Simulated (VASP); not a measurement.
Crystal: Re2Br.

```
Re Br
1.0
     1.79372    1.03561    5.41750
    -1.79372    1.03561    5.41750
     0.00000   -2.07121    5.41750
Re Br
2 1
Direct
  0.75000 0.75000 0.75000
  0.25000 0.25000 0.25000
  0.00000 0.00000 0.00000
```

| Item | Value |
| --- | --- |
| Program | VASP 6.6.1 |
| Task | relaxation of cell and atoms |
| Functional | PBE |
| Potentials or basis | VASP PAW PBE potentials, release 64 (Re, Br) |
| Cutoff | 600 eV |
| k mesh | 6 × 6 × 6 |
| Occupations | gaussian, width 0.1 eV |
| Spin | no spin polarisation |

At the start: pressure -10.5 GPa; volume 20.13 Å³/atom.

Q: How do energy, volume and symmetry change on relaxing?

A: Over 27 steps the energy falls by 2173.7 meV/atom and the volume is 20.69 Å³/atom (+2.8 %); space group R-3m (No. 166, to 0.1 Å) before and after.

The path:
| step | energy change (eV) | largest force (eV/Å) | pressure (GPa) | volume (Å³) |
| --- | --- | --- | --- | --- |
| 1 | 0.0000 | 2.5714 | -10.51 | 60.38 |
| 2 | -1.2345 | 4.0387 | 16.30 | 49.37 |
| 3 | -1.2423 | 4.1611 | 23.29 | 48.00 |
| 4 | -1.7049 | 3.5065 | 26.18 | 47.28 |
| 5 | -1.9750 | 2.1021 | 37.88 | 46.01 |
| 6 | -2.8536 | 2.4046 | 16.83 | 50.04 |
| 7 | -3.5275 | 3.2623 | -1.11 | 56.28 |
| 8 | -3.4360 | 2.5940 | -16.31 | 70.23 |
| 9 | -3.7252 | 3.3357 | -9.04 | 61.32 |
| 10 | -4.2759 | 1.9078 | -6.72 | 62.77 |
| 11 | -4.5361 | 0.1508 | -3.37 | 64.15 |
| 12 | -4.5548 | 0.6826 | -2.07 | 64.62 |
| 13 | -4.9725 | 1.7072 | 1.02 | 64.03 |
| 14 | -5.4512 | 6.1299 | 17.25 | 61.31 |
| 15 | -5.5854 | 5.8828 | 16.21 | 61.68 |
| 16 | -5.9125 | 5.5709 | 13.31 | 62.66 |
| 17 | -6.2275 | 3.4035 | 6.92 | 64.15 |
| 18 | -6.3337 | 2.5909 | 3.98 | 64.58 |
| 19 | -6.4590 | 0.7413 | -2.52 | 65.66 |
| 20 | -6.4609 | 0.5395 | -3.21 | 65.78 |
| 21 | -6.4739 | 0.4989 | -2.83 | 65.32 |
| 22 | -6.5035 | 0.3765 | -1.58 | 63.96 |
| 23 | -6.5168 | 0.1625 | 1.44 | 61.29 |
| 24 | -6.5195 | 0.2253 | 0.50 | 62.06 |
| 25 | -6.5207 | 0.0428 | -0.30 | 62.15 |
| 26 | -6.5207 | 0.0199 | -0.22 | 62.14 |
| 27 | -6.5210 | 0.0157 | -0.12 | 62.08 |

Final structure:
```
CELL_PARAMETERS angstrom
1.72310 0.99483 6.03597
-1.72310 0.99483 6.03597
0.00000 -1.98967 6.03597
ATOMIC_POSITIONS crystal
Re 0.79736 0.79736 0.79736
Re 0.20264 0.20264 0.20264
Br 0.00000 0.00000 0.00000
```
